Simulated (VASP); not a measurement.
Si, 4 atoms in the cell. The structure is tetragonal, space group I4/mmm (No. 139). Conventional cell: a = 6.803 Å, b = 6.803 Å, c = 3.925 Å, α = 90.00°, β = 90.00°, γ = 90.00°. Within 3.2 Å of Si (site symmetry m2m) lie 4 Si at 2.40 to 2.43 Å. 

* Program: VASP 6.6.1
* Task: single point
* Functional: PBE
* Potentials or basis: VASP PAW PBE potentials, release 64 (Si)
* Cutoff: 520 eV
* k mesh: 10 × 10 × 10
* Occupations: gaussian, width 0.05 eV
* Spin: no spin polarisation
* Dipole correction: no
* Further INCAR settings: ALGO = Normal; EDIFF = 1e-06; NBANDS = 16

Potentials or basis: VASP PAW PBE potentials, release 64 (Si).

Launch:

```sh
$ cat potpaw_PBE.64/Si/POTCAR > POTCAR
$ mpirun -np 1 vasp_std > vasp.out
```

Hardware: 1 thread of Intel(R) Xeon(R) 6975P-C (Granite Rapids), with other jobs on the host.

Question: How long does it take, and how much memory?

Answer: It took 64 s on 1 thread of Intel(R) Xeon(R) 6975P-C (Granite Rapids), on a shared host, peak memory 0.28 GiB. Counts: scf iterations 13, k points 102.
